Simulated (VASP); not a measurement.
## Al3C2: relaxation of cell and atoms with PBE

Al3C2:

```
Al C
1.0
     1.56532    0.90374    6.77365
    -1.56532    0.90374    6.77365
     0.00000   -1.80748    6.77365
Al C
3 2
Direct
  0.00000 0.00000 0.00000
  0.22829 0.22829 0.22829
  0.77171 0.77171 0.77171
  0.39499 0.39499 0.39499
  0.60501 0.60501 0.60501
```

The cell was built from a structure type or drawn by symmetry, and may not be a known phase.

```
Program                : VASP 6.6.1
Task                   : relaxation of cell and atoms
Functional             : PBE
Potentials or basis    : VASP PAW PBE potentials, release 64 (Al, C)
Cutoff                 : 600 eV
k mesh                 : 12 × 12 × 12
Occupations            : gaussian, width 0.1 eV
Spin                   : no spin polarisation
Dipole correction      : no
Further INCAR settings : ALGO = Normal; EDIFF = 1e-06; IBRION = 2; EDIFFG = -0.01; NSW = 100; ISIF = 3
```

```yaml
Relaxed_volume: 11.48 Å³/atom
Relaxed_cell: a = 6.975 Å, b = 6.975 Å, c = 6.975 Å, α = 25.99°, β = 25.99°, γ = 25.99°
Space_group_after_relaxing_to_0.1_Å: R-3m (No. 166)
Energy_gained_by_relaxing: 0.2 meV/atom
Ionic_steps: 7
Pressure_after_relaxing: 0.0 GPa
Largest_force_after_relaxing: 0.008 eV/Å
Band_gap_on_the_k_mesh: zero (an odd number of electrons rules out a gap without spin polarisation)
```

Forces on the atoms (eV/Å):
```
Al   0.000  0.000  0.000
Al   0.000  0.000 -0.008
Al   0.000  0.000  0.008
C    0.000  0.000 -0.003
C    0.000  0.000  0.003
```

The path:
```
step  energy change (eV)  largest force (eV/Å)  pressure (GPa)  volume (Å³)
   1              0.0000                0.0339           -0.13        57.49
   2             -0.0007                0.0387            0.04        57.41
   3             -0.0009                0.0435            0.19        57.35
   4             -0.0011                0.0238           -0.11        57.45
   5             -0.0011                0.0210           -0.15        57.46
   6             -0.0012                0.0108            0.02        57.40
   7             -0.0012                0.0078           -0.02        57.42
```

Final structure:
```
CELL_PARAMETERS angstrom
1.56866 0.90567 6.73617
-1.56866 0.90567 6.73617
0.00000 -1.81133 6.73617
ATOMIC_POSITIONS crystal
Al 0.00000 0.00000 0.00000
Al 0.22829 0.22829 0.22829
Al 0.77171 0.77171 0.77171
C 0.39541 0.39541 0.39541
C 0.60459 0.60459 0.60459
```

Levels at points of the mesh, in eV from the Fermi level:
| k point | band 6 | band 7 | band 8 | band 9 | band 10 | band 11 | band 12 |
| --- | --- | --- | --- | --- | --- | --- | --- |
| (0.00, 0.00, 0.00) | -0.39 | -0.39 | 0.05 | 0.05 | 5.59 | 6.69 | 7.61 |
| (0.50, 0.00, 0.00) | -2.40 | -2.24 | -1.34 | -0.56 | 1.53 | 3.40 | 5.57 |
| (0.50, 0.50, 0.00) | -2.76 | -2.30 | -1.23 | -0.66 | 1.99 | 3.42 | 4.04 |
| (0.50, 0.50, 0.50) | -0.43 | 0.10 | 0.10 | 1.58 | 5.50 | 5.54 | 7.27 |

Run time: 14 min on 1 thread of Intel(R) Xeon(R) 6975P-C (Granite Rapids), with other jobs on the host, peak memory 0.52 GiB.
